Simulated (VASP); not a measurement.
Here is a VASP 6.6.1 calculation.

The input INCAR:

```
ALGO     = Normal         # electronic algorithm
DIPOL    = 0.5 0.5 0.383
EDIFF    = 1E-6           # SCF threshold, eV
ENCUT    = 520            # plane-wave cutoff, eV
GGA      = PE             # functional
GGA_COMPAT= False        
IDIPOL   = 3            
ISIF     = 2              # what is computed and relaxed
ISMEAR   = 0              # smearing method
KPAR     = 4            
LASPH    = True           # aspherical terms in the spheres
LCHARG   = False          # write CHGCAR
LDIPOL   = True         
LREAL    = False          # projectors in reciprocal space
LWAVE    = False          # write WAVECAR
NBANDS   = 126            # bands
NELM     = 120            # most SCF steps
NELMDL   = -8           
PREC     = Accurate       # precision mode
SIGMA    = 0.1            # smearing width, eV
```

Contents of KPOINTS:

```
k-points
0
Gamma
  7 7 1
```

POSCAR

```
GaN
1.0
    6.1520446281      0.0000000000      0.0000000000
   -2.7846162569      5.4857602397      0.0000000000
    0.0000000000      0.0000000000     28.0535102763
Ga N
12 12
Direct
   -0.0059996364      1.0059996364      0.2764720654
    0.4940003636      0.5059996364      0.2764720654
    0.5115285451      0.9884714549      0.2959669273
    0.0115285451      0.4884714549      0.2959669273
    0.7581785656      0.7418214344      0.3676719003
    0.2581785656      0.2418214344      0.3676719003
    0.2604139426      0.7395860574      0.3982001623
    0.7604139426      0.2395860574      0.3982001623
    0.5112886096      0.4887113904      0.4663855367
    0.0112886096      0.9887113904      0.4663855367
    0.0088877689      0.4911122311      0.4982011466
    0.5088877689      0.9911122311      0.4982011466
    0.8213058831      0.1786941169      0.2673578660
    0.3213058831      0.6786941169      0.2673578660
    0.3238196954      0.1761803046      0.2987798997
    0.8238196954      0.6761803046      0.2987798997
    0.5710399289      0.9289600711      0.3660415409
    0.0710399289      0.4289600711      0.3660415409
    0.0721232991      0.9278767009      0.3987595670
    0.5721232991      0.4278767009      0.3987595670
    0.3238850494      0.6761149506      0.4654911218
    0.8238850494      0.1761149506      0.4654911218
    0.8251781773      0.6748218227      0.4957120039
    0.3251781773      0.1748218227      0.4957120039
```

Potentials or basis: VASP PAW PBE potentials, release 64 (Ga_d, N).

Launch:

```sh
$ cat potpaw_PBE.64/Ga_d/POTCAR potpaw_PBE.64/N/POTCAR > POTCAR
$ mpirun -np 4 vasp_std > vasp.out
```

Q: Predict the band gap on the k mesh.

A: 0.86 eV.

Q: Estimate the largest force.

A: 2.327 eV/Å.

Forces on the atoms (eV/Å):
```
Ga   0.026 -0.016  0.028
Ga   0.026 -0.016  0.028
Ga  -0.041  0.025 -0.043
Ga  -0.041  0.025 -0.043
Ga   0.145 -0.089  0.119
Ga   0.145 -0.089  0.119
Ga  -0.309  0.189 -0.129
Ga  -0.309  0.189 -0.129
Ga   0.756 -0.464  0.818
Ga   0.756 -0.464  0.818
Ga  -1.312  0.806 -1.745
Ga  -1.312  0.806 -1.745
N    0.005 -0.003  0.027
N    0.005 -0.003  0.027
N   -0.004  0.003 -0.097
N   -0.004  0.003 -0.097
N    0.010 -0.006  0.135
N    0.010 -0.006  0.135
N   -0.045  0.028 -0.380
N   -0.045  0.028 -0.380
N    0.226 -0.139  1.113
N    0.226 -0.139  1.113
N    0.543 -0.333  0.153
N    0.543 -0.333  0.153
```
